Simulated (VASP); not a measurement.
# WSe3 (Pm-3m) in VASP: vibrations by perturbation theory with PBEsol

Aim: the vibrations by perturbation theory of WSe3 with PBEsol.

Program: VASP 6.6.1. These are calculated values, not measurements. Logs are shortened: lines on timing, memory, paths and dates and some standing lists are left out, and cuts for length are marked.

### 1 The cell of the first run

It takes space group Pm-3m (No. 221, cubic). The conventional cell has a = 4.891 Å, b = 4.891 Å, c = 4.891 Å, α = 90.00°, β = 90.00°, γ = 90.00°. Within 3.2 Å of W (site symmetry m-3m) lie 6 Se at 2.45 Å. Se (site symmetry 4/mmm) has 2 W at 2.45 Å within 3.2 Å.

### 2 Vibrations by perturbation theory, PBEsol

INCAR

```
SYSTEM = WSe3
PREC = Accurate
ENCUT = 520
EDIFF = 1E-8
ISMEAR = -1
SIGMA = 0.15
LREAL = .False.
LASPH = .True.
NELM = 80
ALGO = Fast
ISIF = 2
LWAVE = .False.
LCHARG = .False.
GGA = PS
IBRION = 8
NSW = 1
```

KPOINTS

```
regular mesh
0
Gamma
  10 10 10
  0 0 0
```

POSCAR

```
WSe3
1.0
    4.8914385613      0.0000000000      0.0000000000
    0.0000000000      4.8914385613      0.0000000000
    0.0000000000      0.0000000000      4.8914385613
W Se
1 3
Direct
    0.0000000000      0.0000000000      0.0000000000
    0.0000000000      0.0000000000      0.5000000000
    0.0000000000      0.5000000000      0.0000000000
    0.5000000000      0.0000000000      0.0000000000
```

Potentials or basis: VASP PAW PBE potentials, release 64 (W_sv, Se).

On the command line:

```bash
$ cat potpaw_PBE.64/W_sv/POTCAR potpaw_PBE.64/Se/POTCAR > POTCAR
$ mpirun -np 1 vasp_std > vasp.out
```

OUTCAR:

```text
SYSTEM = WSe3
   PREC = Accurate
   ENCUT = 520
   EDIFF = 1E-8
   ISMEAR = -1
   LREAL = .False.
   LASPH = .True.
   NELM = 80
   ISIF = 2
   GGA = PS
   IBRION = 8
   NSW = 1

 ion  position               nearest neighbor table
   1  0.000  0.000  0.000-   2 2.45   3 2.45   4 2.45   2 2.45   3 2.45   4 2.45
   2  0.000  0.000  0.500-   1 2.45   1 2.45
   3  0.000  0.500  0.000-   1 2.45   1 2.45
   4  0.500  0.000  0.000-   1 2.45   1 2.45

  LATTYP: Found a simple cubic cell.
 ALAT       =     4.8914385613

  Lattice vectors:

 A1 = (   4.8914385613,   0.0000000000,   0.0000000000)
 A2 = (   0.0000000000,   4.8914385613,   0.0000000000)
 A3 = (   0.0000000000,   0.0000000000,   4.8914385613)

Analysis of symmetry for initial positions (statically):
=====================================================================
 Subroutine PRICEL returns:
 Original cell was already a primitive cell.

 Routine SETGRP: Setting up the symmetry group for a
 simple cubic supercell.

 Subroutine GETGRP returns: Found 48 space group operations
 (whereof 48 operations were pure point group operations)
 out of a pool of 48 trial point group operations.

The static configuration has the point symmetry O_h .

Analysis of symmetry for dynamics (positions and initial velocities):
=====================================================================
 Subroutine PRICEL returns:
 Original cell was already a primitive cell.

 Routine SETGRP: Setting up the symmetry group for a
 simple cubic supercell.

 Subroutine GETGRP returns: Found 48 space group operations
 (whereof 48 operations were pure point group operations)
 out of a pool of 48 trial point group operations.

The dynamic configuration has the point symmetry O_h .

 Subroutine INISYM returns: Found 48 space group operations
 (whereof 48 operations are pure point group operations),
 and found     1 'primitive' translations

----------------------------------------------------------------------------------------

                                     Primitive cell

  volume of cell :     117.0334

  direct lattice vectors                    reciprocal lattice vectors
     4.891438561  0.000000000  0.000000000     0.204438835  0.000000000  0.000000000
     0.000000000  4.891438561  0.000000000     0.000000000  0.204438835  0.000000000
     0.000000000  0.000000000  4.891438561     0.000000000  0.000000000  0.204438835

  length of vectors
     4.891438561  4.891438561  4.891438561     0.204438835  0.204438835  0.204438835

  position of ions in fractional coordinates (direct lattice)
     0.000000000  0.000000000  0.000000000
     0.000000000  0.000000000  0.500000000
     0.000000000  0.500000000  0.000000000
     0.500000000  0.000000000  0.000000000

  ion indices of the primitive-cell ions
   primitive index   ion index
                 1           1
                 2           2
                 3           3
                 4           4

----------------------------------------------------------------------------------------

 KPOINTS: regular mesh

[... 116 lines left out ...]

 E-fermi :   2.4422     XC(G=0):  -8.6346

 val. band max:        2.4359942962   @ k =   0.5000   0.3000   0.3000
 cond. band min:       2.5389868025   @ k =   0.2000   0.2000   0.1000
 fundamental gap:      0.1029925063
 Fermi energy:         2.4421899921

 k-point     1 :       0.0000    0.0000    0.0000
  band No.  band energies     occupation
      1     -72.7281      2.00000
      2     -36.9474      2.00000
      3     -36.9474      2.00000
      4     -36.9474      2.00000
      5     -11.8898      2.00000
      6     -10.3539      2.00000
[... 541 lines left out ...]
     19       3.2497      0.00914
     20       4.0391      0.00005

 [... further k-points ...]

------------------------ aborting loop because EDIFF is reached ----------------------------------------

  FORCE on cell =-STRESS in cart. coord.  units (eV):
  Direction    XX          YY          ZZ          XY          YZ          ZX
  --------------------------------------------------------------------------------------
  -------------------------------------------------------------------------------------
  Total        0.1330002      0.1330002      0.1330002      0.0000000      0.0000000      0.0000000
  in kB        1.8207619      1.8207619      1.8207619      0.0000000      0.0000000      0.0000000
  external PRESSURE =       1.8207619 kB  Pullay stress =       0.0000000 kB

 VOLUME and BASIS-vectors are now :
 -----------------------------------------------------------------------------
  energy-cutoff  :      520.00
  volume of cell :      117.03
      direct lattice vectors                 reciprocal lattice vectors
     4.891438561  0.000000000  0.000000000     0.204438835  0.000000000  0.000000000
     0.000000000  4.891438561  0.000000000     0.000000000  0.204438835  0.000000000
     0.000000000  0.000000000  4.891438561     0.000000000  0.000000000  0.204438835

 POSITION                                       TOTAL-FORCE (eV/Angst)
 -----------------------------------------------------------------------------------
      0.00000      0.00000      0.00000         0.000000      0.000000      0.000000
      0.00000      0.00000      2.44572         0.000000      0.000000      0.000000
      0.00000      2.44572      0.00000         0.000000      0.000000      0.000000
      2.44572      0.00000      0.00000         0.000000      0.000000      0.000000
 -----------------------------------------------------------------------------------
    total drift:                                0.000000     -0.000000     -0.000000

  FREE ENERGIE OF THE ION-ELECTRON SYSTEM (eV)
  ---------------------------------------------------
  free  energy   TOTEN  =       -24.4572592323 eV

  energy  without entropy=      -24.2518112425  energy(sigma->0) =      -24.35453524

[... ionic steps 2 to 3 ...]

--------------------------------------- Ionic step        4  -------------------------------------------

------------------------ aborting loop because EDIFF is reached ----------------------------------------
[... 7 lines left out ...]
[... ionic steps 8 to 8 ...]

--------------------------------------- Ionic step        9  -------------------------------------------

 Free energy of the ion-electron system (eV)
  ---------------------------------------------------
  ---------------------------------------------------
  free energy    TOTEN  =        -0.09305876 eV

  energy without entropy =       -0.09305864

------------------------ aborting loop because EDIFF is reached ----------------------------------------

 INTERNAL STRAIN TENSOR  FOR ION    2  DIRECTION 3   (eV/Angst):
 -----------------------------------------------------------------------------
    -0.02853  0.00000  0.00000
     0.00000 -0.02853 -0.00000
     0.00000 -0.00000  0.02643

 INTERNAL STRAIN TENSOR FOR ION    4 for displacements in x,y,z  (eV/Angst):
          X           Y           Z          XY          YZ          ZX
  --------------------------------------------------------------------------------
  x     0.00000     0.00000     0.00000     0.00000     0.00000     0.00000
  y     0.00000     0.00000     0.00000     0.00000     0.00000     0.00000
  z     0.00000     0.00000     0.00000     0.00000     0.00000     0.00000

 SECOND DERIVATIVES (NOT SYMMETRIZED)
 ------------------------------------
               1X          1Y          1Z          2X          2Y          2Z          3X          3Y          3Z          4X          4Y          4Z
  1X    -3.593815   -0.000000    0.000000   -2.026276    0.000000   -0.000000   -2.026276   -0.000000    0.000000    7.646366    0.000000    0.000000
  1Y    -0.000000   -3.593815    0.000000   -0.000000   -2.026276   -0.000000    0.000000    7.646366    0.000000   -0.000000   -2.026276    0.000000
  1Z    -0.000000   -0.000000   -3.593815   -0.000000   -0.000000    7.646366    0.000000    0.000000   -2.026276    0.000000    0.000000   -2.026276
  2X    -2.028581    0.000000    0.000000   -0.867912    0.000000    0.000000   -0.353142    0.000000    0.000000    3.249636    0.000000    0.000000
  2Y     0.000000   -2.028581    0.000000    0.000000   -0.867912    0.000000    0.000000    3.249636    0.000000    0.000000   -0.353142    0.000000
  2Z     0.000000    0.000000    7.652426   -0.000000    0.000000  -14.150209    0.000000   -0.000000    3.248891   -0.000000    0.000000    3.248891
  3X    -2.028581    0.000000    0.000000   -0.353142    0.000000    0.000000   -0.867912    0.000000    0.000000    3.249636    0.000000    0.000000
  3Y    -0.000000    7.652426   -0.000000   -0.000000    3.248891    0.000000    0.000000  -14.150209   -0.000000    0.000000    3.248891    0.000000
  3Z     0.000000    0.000000   -2.028581    0.000000    0.000000    3.249636    0.000000    0.000000   -0.867912    0.000000    0.000000   -0.353142
  4X     7.652426   -0.000000   -0.000000    3.248891   -0.000000   -0.000000    3.248891    0.000000    0.000000  -14.150209    0.000000    0.000000
  4Y     0.000000   -2.028581    0.000000    0.000000   -0.353142    0.000000    0.000000    3.249636    0.000000    0.000000   -0.867912    0.000000
  4Z     0.000000    0.000000   -2.028581    0.000000    0.000000    3.249636    0.000000    0.000000   -0.353142    0.000000    0.000000   -0.867912

 Eigenvectors and eigenvalues of the dynamical matrix
 ----------------------------------------------------

   1 f  =    7.342626 THz    46.135077 2PiTHz  244.923625 cm-1    30.366646 meV
             X         Y         Z           dx          dy          dz
      0.000000  0.000000  0.000000     0.000000    0.000000   -0.319269
      0.000000  0.000000  2.445719     0.000000    0.000000    0.901316
      0.000000  2.445719  0.000000     0.000000   -0.000000   -0.206998
      2.445719  0.000000  0.000000    -0.000000    0.000000   -0.206998
[... 71 lines left out ...]
  12 f/i=    1.248592 THz     7.845136 2PiTHz   41.648553 cm-1     5.163760 meV
             X         Y         Z           dx          dy          dz
      0.000000  0.000000  0.000000    -0.053457    0.676232   -0.023133
      0.000000  0.000000  2.445719     0.040898   -0.517370   -0.000065
      0.000000  2.445719  0.000000     0.040898    0.001898    0.017699
      2.445719  0.000000  0.000000    -0.000150   -0.517370    0.017699

--------------------------------------------------------------------------------------------------------

 ELASTIC MODULI CONTR FROM IONIC RELAXATION (kBar)
 Direction    XX          YY          ZZ          XY          YZ          ZX
 --------------------------------------------------------------------------------
 XX           0.0000      0.0000      0.0000      0.0000      0.0000      0.0000
 YY           0.0000      0.0000      0.0000      0.0000      0.0000      0.0000
 ZZ           0.0000      0.0000      0.0000      0.0000      0.0000      0.0000
 XY           0.0000      0.0000      0.0000      0.0000      0.0000      0.0000
 YZ           0.0000      0.0000      0.0000      0.0000      0.0000      0.0000
 ZX           0.0000      0.0000      0.0000      0.0000      0.0000      0.0000
 --------------------------------------------------------------------------------
```

Run time: 38 min. Hardware: 1 thread of Oxide Virtual Turin-like, shared host; peak memory 1 GiB.

Results:

```yaml
Highest_phonon_frequency_at_Γ_LO-TO_splitting_left_out: 245 cm⁻¹
Most_unstable_mode: 42i cm⁻¹
```

Phonon frequencies in cm⁻¹ (negative: imaginary):
```
              q point                             frequencies
(0.000, 0.000, 0.000)  -42 -42 -42 0 0 0 42 42 42 245 245 245
```

Caveat: some modes are imaginary; the PAW data sets were made with another functional, which shifts forces and pressure a little; spin-orbit coupling is left out, which moves the levels of the heavy elements.
